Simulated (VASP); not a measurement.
Wanted: the native input for a VASP 6.6.1 run.

```
Task                   : single point
Functional             : PBEsol
Potentials or basis    : VASP PAW PBE potentials, release 64 (Ti_sv, Ni)
Cutoff                 : 520 eV
k mesh                 : 18 × 18 × 18
Occupations            : gaussian, width 0.1 eV
Spin                   : no spin polarisation
Dipole correction      : no
Further INCAR settings : ALGO = Fast; EDIFF = 1e-06; NBANDS = 18
```

The structure of TiNi lies in POSCAR:

```
TiNi
1.0
    2.8371818333      0.0000000000      0.0000000000
    0.0000000000      2.8371818333      0.0000000000
    0.0000000000      0.0000000000      3.2217598513
Ti Ni
1 1
Direct
    0.5000000000      0.5000000000      0.5000000000
    0.0000000000      0.0000000000      0.0000000000
```

This cell differs from its parent crystal: biaxial strain in the a-b plane: -4.5 %, then relaxed in part.

These files were run (other wordings do the same):

INCAR

```
  PREC = Accurate
  ENCUT = 520
  EDIFF = 1E-6
  ISMEAR = 0
  SIGMA = 0.1
  LREAL = F
  LASPH = T
  NELM = 100
  ALGO = Fast
  ISIF = 2
  LWAVE = F
  LCHARG = F
  GGA = PS
  NBANDS = 18
```

KPOINTS

```
regular mesh
0
Gamma
  18 18 18
```

Potentials or basis: VASP PAW PBE potentials, release 64 (Ti_sv, Ni).

The run is started by

```console
$ cat potpaw_PBE.64/Ti_sv/POTCAR potpaw_PBE.64/Ni/POTCAR > POTCAR
$ mpirun -np 1 vasp_std > vasp.out
```

It gave:

The pressure is 0.9 GPa and the band gap on the k mesh is zero (bands 11 and 12 overlap by 2.35 eV).

Caveat: the cell differs from its parent crystal (biaxial strain in the a-b plane: -4.5 %, then relaxed in part); the PAW data sets were made with another functional, which shifts forces and pressure a little.

Run time: 8.5 min on 1 thread of Intel Xeon 8259CL, on a shared host, peak memory 0.37 GiB.
